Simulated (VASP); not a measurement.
# Sb (Fm-3m) in VASP: further runs

Runs on Sb. Level: LDA. Tasks: single point.

Program: VASP 6.6.1. These are calculated values, not measurements. Logs are shortened: lines on timing, memory, paths and dates and some standing lists are left out, and cuts for length are marked.

## Step 1: The cell of the first run

Symmetry: Fm-3m, No. 225, cubic system. The conventional cell has a = 4.742 Å, b = 4.742 Å, c = 4.742 Å, α = 90.00°, β = 90.00°, γ = 90.00°. Sb (site symmetry m-3m) has 12 Sb at 3.35 Å within 4.4 Å.

## Step 2: Single point, LDA

Input file INCAR:

```
  PREC = Accurate
  ENCUT = 520
  EDIFF = 1E-6
  ISMEAR = 0
  SIGMA = 0.02
  LREAL = F
  LASPH = T
  NELM = 100
  ALGO = Normal
  ISIF = 2
  LWAVE = F
  LCHARG = F
  GGA = CA
  NBANDS = 8
```

Input file KPOINTS:

```
regular mesh
0
Gamma
  10 10 10
```

Input file POSCAR:

```
Sb
1.0
    0.0000000000      2.3712425216      2.3712425216
    2.3712425216      0.0000000000      2.3712425216
    2.3712425216      2.3712425216      0.0000000000
Sb
1
Direct
    0.0000000000      0.0000000000      0.0000000000
```

Potentials or basis: VASP PAW LDA potentials, release 64 (Sb).

Command:

```console
cat potpaw_LDA.64/Sb/POTCAR > POTCAR
mpirun -np 1 vasp_std > vasp.out
```

OUTCAR:

```text
PREC = Accurate
   ENCUT = 520
   EDIFF = 1E-6
   ISMEAR = 0
   LREAL = F
   LASPH = T
   NELM = 100
   ISIF = 2
   GGA = CA

 ion  position               nearest neighbor table
   1  0.000  0.000  0.000-

  LATTYP: Found a face centered cubic cell.
 ALAT       =     4.7424850432

  Lattice vectors:

 A1 = (   0.0000000000,   2.3712425216,   2.3712425216)
 A2 = (   2.3712425216,   0.0000000000,   2.3712425216)
 A3 = (   2.3712425216,   2.3712425216,   0.0000000000)

Analysis of symmetry for initial positions (statically):
=====================================================================
 Subroutine PRICEL returns:
 Original cell was already a primitive cell.

 Routine SETGRP: Setting up the symmetry group for a
 face centered cubic supercell.

 Subroutine GETGRP returns: Found 48 space group operations
[... 9 lines left out ...]

 Routine SETGRP: Setting up the symmetry group for a
 face centered cubic supercell.

 Subroutine GETGRP returns: Found 48 space group operations
[... 11 lines left out ...]
                                     Primitive cell

  volume of cell :      26.6660

  direct lattice vectors                    reciprocal lattice vectors
     0.000000000  2.371242522  2.371242522    -0.210859916  0.210859916  0.210859916
     2.371242522  0.000000000  2.371242522     0.210859916 -0.210859916  0.210859916
     2.371242522  2.371242522  0.000000000     0.210859916  0.210859916 -0.210859916

  length of vectors
     3.353443334  3.353443334  3.353443334     0.365220089  0.365220089  0.365220089

  position of ions in fractional coordinates (direct lattice)
     0.000000000  0.000000000  0.000000000

  ion indices of the primitive-cell ions
   primitive index   ion index
                 1           1

----------------------------------------------------------------------------------------

 KPOINTS: regular mesh

Automatic generation of k-mesh.
 Grid dimensions read from file:
 generate k-points for:   10   10   10

 Generating k-lattice:

  Cartesian coordinates                     Fractional coordinates (reciprocal lattice)
    -0.021085992  0.021085992  0.021085992     0.100000000  0.000000000  0.000000000
     0.021085992 -0.021085992  0.021085992     0.000000000  0.100000000  0.000000000
     0.021085992  0.021085992 -0.021085992     0.000000000  0.000000000  0.100000000

  Length of vectors
     0.036522009  0.036522009  0.036522009

  Shift w.r.t. Gamma in fractional coordinates (k-lattice)
     0.000000000  0.000000000  0.000000000

 Subroutine IBZKPT returns following result:
 ===========================================

 Found     47 irreducible k-points:

 Following reciprocal coordinates:
            Coordinates               Weight
  0.000000  0.000000  0.000000      1.000000
  0.100000  0.000000  0.000000      8.000000
  0.200000  0.000000  0.000000      8.000000
  0.300000  0.000000  0.000000      8.000000
  0.400000  0.000000  0.000000      8.000000
  0.500000  0.000000  0.000000      4.000000
[... 16 lines left out ...]
  0.300000  0.300000  0.000000      6.000000
  0.400000  0.300000  0.000000     24.000000
 [... further k-points ...]
   k-points           NKPTS =     47   k-points in BZ     NKDIM =     47   number of bands    NBANDS=      8
   number of dos      NEDOS =    301   number of ions     NIONS =      1
   total plane-waves  NPLWV =  21952
   dimension x,y,z NGX =    28 NGY =   28 NGZ =   28
   dimension x,y,z NGXF=    56 NGYF=   56 NGZF=   56
   ions per type =               1
   NGX,Y,Z   is equivalent  to a cutoff of  13.88, 13.88, 13.88 a.u.
   NGXF,Y,Z  is equivalent  to a cutoff of  27.76, 27.76, 27.76 a.u.
 SYSTEM =  unknown system
   PREC   = accura    normal or accurate (medium, high low for compatibility)
   ISTART =      0    job   : 0-new  1-cont  2-samecut
   ICHARG =      2    charge: 1-file 2-atom 10-const
   ISPIN  =      1    spin polarized calculation?
   LNONCOLLINEAR =      F non collinear calculations
   LSORBIT =      F    spin-orbit coupling
   LASPH  =      T    aspherical Exc in radial PAW
   ENCUT  =  520.0 eV  38.22 Ry    6.18 a.u.   6.24  6.24  6.24*2*pi/ulx,y,z
   NELM   =    100;   NELMIN=  2; NELMDL= -5     # of ELM steps
   EDIFF  = 0.1E-05   stopping-criterion for ELM
   LREAL  =      F    real-space projection
   EDIFFG = 0.1E-04   stopping-criterion for IOM
   NSW    =      0    number of steps for IOM
   IBRION =     -1    ionic relax: 0-MD 1-quasi-New 2-CG
   NFREE  =      0    steps in history (QN), initial steepest desc. (CG)
   ISIF   =      2    stress and relaxation
   ISYM   =      2    0-nonsym 1-usesym 2-fastsym
   POTIM  = 0.5000    time-step for ionic-motion
   TEBEG  =    0.0;   TEEND  =   0.0 temperature during run
   PSTRESS=    0.0 pullay stress
   NELECT =       5.0000    total number of electrons
   NUPDOWN=      -1.0000    fix difference up-down
   EMIN   =  10.00;   EMAX   =-10.00  energy-range for DOS
   EFERMI =   0.00;   METHOD = LEGACY
   ISMEAR =     0;   SIGMA  =   0.02  broadening in eV -4-tet -1-fermi 0-gaus
   EFERMI_NEDOS =   21; number of points for ismear=-14 and -15
   IALGO  =     38    algorithm
   IMIX   =      4    mixing-type and parameters
     AMIX     =   0.40;   BMIX     =  1.00
     AMIX_MAG =   1.60;   BMIX_MAG =  1.00
  volume/ion in A,a.u.               =      26.67       179.95
  Fermi-wavevector in a.u.,A,eV,Ry     =   0.937013  1.770697 11.945820  0.877993
  Thomas-Fermi vector in A             =   2.064081
   LORBIT       =      0    0 simple, 1 ext, 2 COOP (PROOUT), +10 PAW based schemes
   GGA     = CA    functional components
   LHFCALC =     F    Hartree Fock is set to
   AEXX    =    0.0000 exact exchange contribution
   IVDW    =     0    specifies the selected vdW correction
   LEPSILON=     F    determine dielectric tensor
   LRPA    =     F    only Hartree local field effects (RPA)
 non-spin polarized calculation
 Gauss-broadening in eV      SIGMA  =   0.02
  energy-cutoff  :      520.00
  volume of cell :       26.67
 maximum number of plane-waves:       728
 NGX is ok and might be reduce to    28
   NGX = 13   NGY = 13   NGZ = 13

 number of electron       5.0000000 magnetization

 Free energy of the ion-electron system (eV)
  ---------------------------------------------------
  ext. energy  EPLUGINS =         0.00000000
  ---------------------------------------------------
  free energy    TOTEN  =        -4.52349820 eV

  energy without entropy =       -4.52308607  energy(sigma->0) =       -4.52329214

 E-fermi :   8.4662     XC(G=0): -10.4149

 val. band max:        8.4556775084   @ k =  -0.4000   0.4000   0.1000
 cond. band min:       8.5516735357   @ k =  -0.2000   0.2000   0.0000
 fundamental gap:      0.0959960272
 Fermi energy:         8.4661738323

 k-point     1 :       0.0000    0.0000    0.0000
  band No.  band energies     occupation
      1      -4.4819      2.00000
      2      13.8331      0.00000
      3      13.8331      0.00000
      4      13.8331      0.00000
      5      18.3296      0.00000
      6      18.3296      0.00000
      7      18.3296      0.00000
      8      18.8672      0.00000

 k-point     2 :       0.1000    0.0000    0.0000
  band No.  band energies     occupation
      1      -4.2829      2.00000
      2      12.1471      0.00000
      3      13.5841      0.00000
      4      13.5841      0.00000
      5      17.4424      0.00000
      6      18.7187      0.00000
      7      18.7187      0.00000
      8      20.6962      0.00000

 k-point     3 :       0.2000    0.0000    0.0000
  band No.  band energies     occupation
      1      -3.6909      2.00000
      2       9.1928      0.00000
      3      13.0685      0.00000
      4      13.0685      0.00000
      5      16.9259      0.00000
      6      19.0594      0.00000
      7      19.0594      0.00000
      8      20.8199      0.00000

 k-point     4 :       0.3000    0.0000    0.0000
  band No.  band energies     occupation
      1      -2.7306      2.00000
      2       6.3148      2.00000
      3      12.5809      0.00000
      4      12.5809      0.00000
      5      16.6804      0.00000
      6      18.3528      0.00000
      7      18.3528      0.00000
      8      19.5897      0.00000

 k-point     5 :       0.4000    0.0000    0.0000
  band No.  band energies     occupation
      1      -1.5139      2.00000
      2       3.8963      2.00000
      3      12.2558      0.00000
      4      12.2558      0.00000
      5      16.6585      0.00000
      6      17.7467      0.00000
      7      17.7467      0.00000
      8      18.6356      0.00000

 k-point     6 :       0.5000    0.0000    0.0000
  band No.  band energies     occupation
      1      -0.7088      2.00000
      2       2.6841      2.00000
      3      12.1431      0.00000
      4      12.1431      0.00000
      5      16.7072      0.00000
      6      17.5320      0.00000
      7      17.5320      0.00000
      8      18.2579      0.00000

 k-point     7 :       0.1000    0.1000    0.0000
  band No.  band energies     occupation
      1      -4.2164      2.00000
      2      12.8094      0.00000
      3      12.8937      0.00000
      4      12.8937      0.00000
      5      16.6225      0.00000
      6      19.4663      0.00000
      7      19.4663      0.00000
      8      19.5931      0.00000

 k-point     8 :       0.2000    0.1000    0.0000
  band No.  band energies     occupation
      1      -3.7548      2.00000
      2      10.2407      0.00000
      3      12.1879      0.00000
      4      12.7751      0.00000
      5      16.5008      0.00000
      6      18.2957      0.00000
      7      19.5808      0.00000
      8      20.2633      0.00000

 k-point     9 :       0.3000    0.1000    0.0000
  band No.  band energies     occupation
      1      -2.9141      2.00000
      2       7.3571      2.00000
      3      11.6915      0.00000
      4      12.1397      0.00000
      5      16.3634      0.00000
      6      18.1855      0.00000
      7      19.7788      0.00000
      8      19.8560      0.00000

 k-point    10 :       0.4000    0.1000    0.0000
  band No.  band energies     occupation
      1      -1.7617      2.00000
      2       4.7827      2.00000
      3      11.4370      0.00000
      4      11.4932      0.00000
      5      15.9728      0.00000
      6      18.2141      0.00000
      7      18.9228      0.00000
      8      20.5757      0.00000
[... 78 lines left out ...]
 k-point    18 :       0.4000    0.2000    0.0000
  band No.  band energies     occupation
      1      -1.6604      2.00000
      2       5.9355      2.00000
      3       9.6604      0.00000
      4      10.4816      0.00000
      5      14.6268      0.00000
      6      17.6868      0.00000
      7      20.8035      0.00000
      8      21.3485      0.00000

 k-point    19 :       0.5000    0.2000    0.0000
  band No.  band energies     occupation
      1      -0.4876      2.00000
      2       3.9386      2.00000
      3       8.7497      0.00000
      4      10.6099      0.00000
      5      14.6074      0.00000
      6      19.5589      0.00000
      7      20.0508      0.00000
      8      21.2199      0.00000

 k-point    20 :      -0.4000    0.2000    0.0000
  band No.  band energies     occupation
      1      -0.2237      2.00000
      2       3.5767      2.00000
      3       8.1509      2.00000
      4      11.1080      0.00000
      5      14.9962      0.00000
      6      19.5502      0.00000
      7      19.8444      0.00000
      8      22.7098      0.00000

 k-point    21 :      -0.3000    0.2000    0.0000
  band No.  band energies     occupation
      1      -1.2801      2.00000
      2       5.2584      2.00000
      3       7.9593      2.00000
      4      11.9123      0.00000
      5      15.7715      0.00000
      6      19.3398      0.00000
      7      19.5769      0.00000
      8      21.3008      0.00000

 k-point    22 :      -0.2000    0.2000    0.0000
  band No.  band energies     occupation
      1      -2.4073      2.00000
      2       7.3429      2.00000
      3       8.5517      0.00000
      4      12.8393      0.00000
      5      16.9096      0.00000
      6      18.9941      0.00000
      7      19.3005      0.00000
      8      19.7706      0.00000

 k-point    23 :       0.3000    0.3000    0.0000
  band No.  band energies     occupation
      1      -2.1278      2.00000
      2       8.0167      2.00000
      3      10.0165      0.00000
      4      10.0165      0.00000
      5      14.0373      0.00000
      6      14.2835      0.00000
      7      23.4084      0.00000
      8      23.4095      0.00000

 k-point    24 :       0.4000    0.3000    0.0000
  band No.  band energies     occupation
      1      -1.2000      2.00000
      2       6.4205      2.00000
      3       8.7719      0.00000
      4       9.6572      0.00000
      5      13.7202      0.00000
      6      14.9212      0.00000
      7      22.8444      0.00000
      8      23.5530      0.00000

 [... further k-points ...]
[... 5 lines left out ...]
  --------------------------------------------------------------------------------------
  -------------------------------------------------------------------------------------
  Total       -0.3534544     -0.3534544     -0.3534544      0.0000000     -0.0000000      0.0000000
  in kB      -21.2366551    -21.2366551    -21.2366551      0.0000000     -0.0000000      0.0000000
  external PRESSURE =     -21.2366551 kB  Pullay stress =       0.0000000 kB

 VOLUME and BASIS-vectors are now :
 -----------------------------------------------------------------------------
  energy-cutoff  :      520.00
  volume of cell :       26.67
      direct lattice vectors                 reciprocal lattice vectors
     0.000000000  2.371242522  2.371242522    -0.210859916  0.210859916  0.210859916
     2.371242522  0.000000000  2.371242522     0.210859916 -0.210859916  0.210859916
     2.371242522  2.371242522  0.000000000     0.210859916  0.210859916 -0.210859916

 POSITION                                       TOTAL-FORCE (eV/Angst)
 -----------------------------------------------------------------------------------
      0.00000      0.00000      0.00000         0.000000      0.000000      0.000000
 -----------------------------------------------------------------------------------
    total drift:                                0.000000      0.000000      0.000000

  FREE ENERGIE OF THE ION-ELECTRON SYSTEM (eV)
  ---------------------------------------------------
  free  energy   TOTEN  =        -4.5234982046 eV

  energy  without entropy=       -4.5230860723  energy(sigma->0) =       -4.52329214
```

Wall time 5.7 s (1 thread of Intel Xeon 6975P-C, shared host); peak memory 0.14 GiB.

Results:

| Property | Result |
| --- | --- |
| Free energy | -4.5235 eV |
| Pressure | -2.1 GPa |

Caveat: spin-orbit coupling is left out, which moves the levels of the heavy elements.

## Step 3: Single point, LDA

This run uses another cell than the first one, of 25.07 Å³/atom, 0.940 times its volume.

Input file INCAR:

```
ALGO = Normal
EDIFF = 1E-6
ENCUT = 520
GGA = CA
ISIF = 2
ISMEAR = -1
LASPH = T
LCHARG = F
LREAL = F
LWAVE = F
NBANDS = 8
NELM = 100
PREC = Accurate
SIGMA = 0.05
```

Input file KPOINTS:

```
k-points
0
Gamma
  10 10 10
```

Input file POSCAR:

```
Sb
1.0
    0.0000000000      2.3228362346      2.3228362346
    2.3228362346      0.0000000000      2.3228362346
    2.3228362346      2.3228362346      0.0000000000
Sb
1
Direct
    0.0000000000      0.0000000000      0.0000000000
```

Potentials or basis: VASP PAW LDA potentials, release 64 (Sb).

Command:

```console
cat potpaw_LDA.64/Sb/POTCAR > POTCAR
mpirun -np 1 vasp_std > vasp.out
```

OUTCAR:

```text
EDIFF = 1E-6
   ENCUT = 520
   GGA = CA
   ISIF = 2
   ISMEAR = -1
   LASPH = T
   LREAL = F
   NELM = 100
   PREC = Accurate

 ion  position               nearest neighbor table
   1  0.000  0.000  0.000-

  LATTYP: Found a face centered cubic cell.
 ALAT       =     4.6456724692

  Lattice vectors:

 A1 = (   0.0000000000,   2.3228362346,   2.3228362346)
 A2 = (   2.3228362346,   0.0000000000,   2.3228362346)
 A3 = (   2.3228362346,   2.3228362346,   0.0000000000)

Analysis of symmetry for initial positions (statically):
=====================================================================
 Subroutine PRICEL returns:
 Original cell was already a primitive cell.

 Routine SETGRP: Setting up the symmetry group for a
 face centered cubic supercell.

 Subroutine GETGRP returns: Found 48 space group operations
[... 9 lines left out ...]

 Routine SETGRP: Setting up the symmetry group for a
 face centered cubic supercell.

 Subroutine GETGRP returns: Found 48 space group operations
[... 11 lines left out ...]
                                     Primitive cell

  volume of cell :      25.0660

[... 129 lines left out ...]
  free energy    TOTEN  =        -4.53025725 eV

  energy without entropy =       -4.52367822  energy(sigma->0) =       -4.52696773

 E-fermi :   9.3454     XC(G=0): -10.6837

 val. band max:        9.2542506964   @ k =  -0.4000   0.4000   0.1000
 cond. band min:       9.3558837977   @ k =  -0.2000   0.2000   0.0000
 fundamental gap:      0.1016331013
 Fermi energy:         9.3453819252

 k-point     1 :       0.0000    0.0000    0.0000
  band No.  band energies     occupation
      1      -4.1413      2.00000
      2      15.1458      0.00000
      3      15.1458      0.00000
      4      15.1458      0.00000
      5      19.3607      0.00000
      6      19.3607      0.00000
      7      19.3607      0.00000
      8      19.7024      0.00000
[... 243 lines left out ...]
 k-point    24 :       0.4000    0.3000    0.0000
  band No.  band energies     occupation
      1      -0.6272      2.00000
      2       7.3010      2.00000
      3       9.5978      0.01275
      4      10.5715      0.00000
      5      14.5871      0.00000
      6      15.8788      0.00000
      7      24.0341      0.00000
      8      24.8451      0.00000

 [... further k-points ...]
[... 5 lines left out ...]
  --------------------------------------------------------------------------------------
  -------------------------------------------------------------------------------------
  Total        0.2820483      0.2820483      0.2820483      0.0000000      0.0000000     -0.0000000
  in kB       18.0280307     18.0280307     18.0280307      0.0000000      0.0000000     -0.0000000
  external PRESSURE =      18.0280307 kB  Pullay stress =       0.0000000 kB

 VOLUME and BASIS-vectors are now :
 -----------------------------------------------------------------------------
  energy-cutoff  :      520.00
  volume of cell :       25.07
      direct lattice vectors                 reciprocal lattice vectors
     0.000000000  2.322836235  2.322836235    -0.215254090  0.215254090  0.215254090
     2.322836235  0.000000000  2.322836235     0.215254090 -0.215254090  0.215254090
     2.322836235  2.322836235  0.000000000     0.215254090  0.215254090 -0.215254090

 POSITION                                       TOTAL-FORCE (eV/Angst)
 -----------------------------------------------------------------------------------
      0.00000      0.00000      0.00000         0.000000     -0.000000      0.000000
 -----------------------------------------------------------------------------------
    total drift:                                0.000000     -0.000000     -0.000000

  FREE ENERGIE OF THE ION-ELECTRON SYSTEM (eV)
  ---------------------------------------------------
  free  energy   TOTEN  =        -4.5302572517 eV

  energy  without entropy=       -4.5236782163  energy(sigma->0) =       -4.52696773
```

stdout:

```text
POSCAR found type information on POSCAR Sb
 POSCAR found :  1 types and       1 ions
 scaLAPACK will be used
 LDA part: xc-table for (Slater(with rela. corr.)+CA(PZ))
 , standard interpolation
 POSCAR, INCAR and KPOINTS ok, starting setup
 FFT: planning ... GRIDC
 FFT: planning ... GRID_SOFT
 FFT: planning ... GRID
 WAVECAR not read
 entering main loop
```

It took 3.3 s on 1 thread of Intel Xeon 6975P-C, shared host; peak memory 0.13 GiB.

Results:

```
Free energy : -4.5303 eV
Pressure    : 1.8 GPa
```

Levels at points of the mesh, in eV from the Fermi level:
| k point | band 1 | band 2 | band 3 | band 4 | band 5 | band 6 |
| --- | --- | --- | --- | --- | --- | --- |
| (0.00, 0.00, 0.00) | -13.49 | 5.80 | 5.80 | 5.80 | 10.02 | 10.02 |
| (0.50, 0.00, 0.00) | -9.36 | -6.22 | 3.95 | 3.95 | 8.60 | 9.18 |
| (0.50, 0.50, 0.00) | -7.54 | -5.26 | 0.40 | 0.40 | 4.29 | 4.66 |

Caveat: spin-orbit coupling is left out, which moves the levels of the heavy elements.

[end of part 1 of 2]
